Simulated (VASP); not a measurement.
Write the native input for VASP 6.6.1 that does the following.

* Task: single point
* Functional: RPBE
* Potentials or basis: VASP PAW PBE potentials, release 64 (P)
* Cutoff: 520 eV
* k mesh: 16 × 16 × 16
* Occupations: fermi-dirac, width 0.1 eV
* Spin: no spin polarisation
* Dipole correction: no
* Further INCAR settings: ALGO = Normal; EDIFF = 1e-06; NBANDS = 8

The structure of P lies in POSCAR:

```
P
1.0
    0.0000000000      1.9472695300      1.9472695300
    1.9472695300      0.0000000000      1.9472695300
    1.9472695300      1.9472695300      0.0000000000
P
1
Direct
    0.0000000000      0.0000000000      0.0000000000
```

The input as run:

INCAR

```
SYSTEM = P
ALGO = Normal ; EDIFF = 1E-6
ENCUT = 520 ; GGA = RP
ISIF = 2 ; ISMEAR = -1
LASPH = .True. ; LCHARG = .False.
LREAL = .False. ; LWAVE = .False.
NBANDS = 8 ; NELM = 100
PREC = Accurate ; SIGMA = 0.1
```

KPOINTS

```
k-points
0
Gamma
  16 16 16
  0 0 0
```

Potentials or basis: VASP PAW PBE potentials, release 64 (P).

Command:

```sh
$ cat potpaw_PBE.64/P/POTCAR > POTCAR
$ mpirun -np 1 vasp_std > vasp.out
```

Results of the run:

```json
{
 "Pressure": "-0.2 GPa"
}
```

Caveat: the PAW data sets were made with another functional, which shifts forces and pressure a little.

Wall time 4.2 s on 1 thread of Intel(R) Xeon(R) 6975P-C (Granite Rapids), with other jobs on the host, peak memory 0.12 GiB.
